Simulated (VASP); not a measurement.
## LiF (Griceite): single point with LDA

LiF (Griceite):

```
Li F
1.0
     0.00000    1.95879    1.95879
     1.95879    0.00000    1.95879
     1.95879    1.95879    0.00000
Li F
1 1
Direct
  0.00000 0.00000 0.00000
  0.50000 0.50000 0.50000
```

* Program: VASP 6.6.1
* Task: single point
* Functional: LDA
* Potentials or basis: VASP PAW LDA potentials, release 64 (Li_sv, F)
* Cutoff: 520 eV
* k mesh: 7 × 7 × 7
* Occupations: gaussian, width 0.01 eV
* Spin: no spin polarisation

```
Band gap on the k mesh : 9.62 eV, direct
```

Levels at points of the mesh, in eV from the valence-band top:
```csv
k point,band 1,band 2,band 3,band 4,band 5,band 6,band 7,band 8,band 9,band 10
"(0.00, 0.00, 0.00)",-39.60,-19.81,0.00,0.00,0.00,9.62,24.54,24.54,24.54,24.73
```

Run time: 3 s on 1 thread of Intel(R) Xeon(R) Platinum 8488C (Sapphire Rapids) (shared host), peak memory 0.12 GiB.

 As with any semilocal functional, this LDA gap is likely too small.
